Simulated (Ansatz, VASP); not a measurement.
Ni2Ge: VASP beside Ansatz

INCAR

```
SYSTEM = Ni2Ge
ALGO = Fast ; EDIFF = 1E-7
ENCUT = 520 ; GGA = PS
ISIF = 2 ; ISMEAR = 0
LASPH = .TRUE. ; LCHARG = .FALSE.
LREAL = .FALSE. ; LWAVE = .FALSE.
NBANDS = 43 ; NELM = 80
PREC = Accurate ; SIGMA = 0.15
```

KPOINTS

```
k-points
0
G
  12 12 10
  0 0 0
```

POSCAR

```
Ni2Ge
1.0
    3.6542058112      0.0000000000      0.0000000000
   -1.8271029056      3.1646350632      0.0000000000
    0.0000000000      0.0000000000      5.4151841812
Ni Ge
4 2
Direct
    0.6666666667      0.3333333333      0.2500000000
    0.3333333333      0.6666666667      0.7500000000
    0.0000000000      0.0000000000      0.0000000000
    0.0000000000      0.0000000000      0.5000000000
    0.6666666667      0.3333333333      0.7500000000
    0.3333333333      0.6666666667      0.2500000000
```

Input for Ansatz:

```yaml
crystal:
  lattice:
    - [3.6542058112, 0.0, 0.0]
    - [-1.8271029056, 3.1646350632, 0.0]
    - [0.0, 0.0, 5.4151841812]
  atoms:
    - { symbol: Ni, position: [0.6666666667, 0.3333333333, 0.25] }
    - { symbol: Ni, position: [0.3333333333, 0.6666666667, 0.75] }
    - { symbol: Ni, position: [0.0, 0.0, 0.0] }
    - { symbol: Ni, position: [0.0, 0.0, 0.5] }
    - { symbol: Ge, position: [0.6666666667, 0.3333333333, 0.75] }
    - { symbol: Ge, position: [0.3333333333, 0.6666666667, 0.25] }
basis:
  ecutwfc: 420
kpoints:
  mp_grid: { grid: [12, 12, 10] }
hamiltonian:
  xc: pbesol
scf:
  occupations: { method: gaussian, width: 0.15 }
output:
  forces: true
  stress: true
  eigenvalues: true
  write_density: true
  write_potential: true
  elf: true
  volumetric_format: npy
```

Change from the starting cell: strain -0.080 along x and y, +0.080 along z, atoms carried along.

Alike in both runs: task single point; functional PBEsol; k mesh 12 × 12 × 10; occupations gaussian, width 0.15 eV; no spin polarisation.

|  | VASP | Ansatz |
| --- | --- | --- |
| version | VASP 6.6.1 | Ansatz 0.2.0 |
| potentials or method | VASP PAW PBE potentials, release 64 (Ni, Ge_d), cutoff 520 eV | scalar-relativistic, plane waves, PAW |
| valence electrons in the cell | 68 | 100 |

Ansatz gave:

| Quantity | Value |
| --- | --- |
| gap on the k mesh at the Fermi level (eV) | none |
| pressure (GPa) | 34.0 |
| traceless stress, the component that is largest in VASP (GPa) | -30.89 |

Q: Estimate VASP's values.

A: gap on the k mesh at the Fermi level (eV): none; pressure (GPa): 34.4; traceless stress, the component that is largest in VASP (GPa): -31.04.

VASP's potentials were made for PBE, not for PBEsol. A gap of «none» marks a metal or a gap that the smearing closes. Both programs put the cell under a high pressure, so it lies far from rest at this level. VASP's potentials hold 68 valence electrons a cell and Ansatz's 100, so a difference there can come from the potentials and not from the codes.
